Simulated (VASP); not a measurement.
A run of VASP 6.6.1:

The input INCAR:

```
PREC     = Accurate       # precision mode
ENCUT    = 500            # plane-wave cutoff, eV
EDIFF    = 1E-6           # SCF threshold, eV
ISMEAR   = 0              # smearing method
SIGMA    = 0.05           # smearing width, eV
LREAL    = F              # projectors in reciprocal space
LASPH    = T              # aspherical terms in the spheres
NELM     = 120            # most SCF steps
ALGO     = Normal         # electronic algorithm
ISIF     = 2              # what is computed and relaxed
LWAVE    = F              # write WAVECAR
LCHARG   = F              # write CHGCAR
GGA      = PE             # functional
NBANDS   = 50             # bands
GGA_COMPAT= F
```

KPOINTS

```
Automatic mesh
0
Gamma
  4 8 8
```

POSCAR

```
SnS
1.0
   11.2183805730      0.0000000000      0.0000000000
    0.0000000000      4.0083999388      0.0000000000
    0.0000000000      0.0000000000      4.3037986950
Sn S
4 4
Direct
    0.1191083060      0.2500000000      0.1160192382
    0.3808916940      0.7500000000      0.6160192382
    0.6191083060      0.2500000000      0.3839807618
    0.8808916940      0.7500000000      0.8839807618
    0.8523508893      0.2500000000      0.4753342393
    0.6476491107      0.7500000000      0.9753342393
    0.3523508893      0.2500000000      0.0246657607
    0.1476491107      0.7500000000      0.5246657607
```

Potentials or basis: VASP PAW PBE potentials, release 64 (Sn_d, S).

The run is started by

```bash
$ cat potpaw_PBE.64/Sn_d/POTCAR potpaw_PBE.64/S/POTCAR > POTCAR
$ mpirun -np 1 vasp_std > vasp.out
```

Hardware: 1 thread of Intel(R) Xeon(R) Platinum 8481C CPU @ 2.70GHz (Sapphire Rapids), with other jobs on the host.

Q: How long does it take, and how much memory?

A: Run time: 4 min on 1 thread of Intel(R) Xeon(R) Platinum 8481C CPU @ 2.70GHz (Sapphire Rapids), on a shared host, peak memory 0.6 GiB. Counts: scf iterations 14, k points 75.
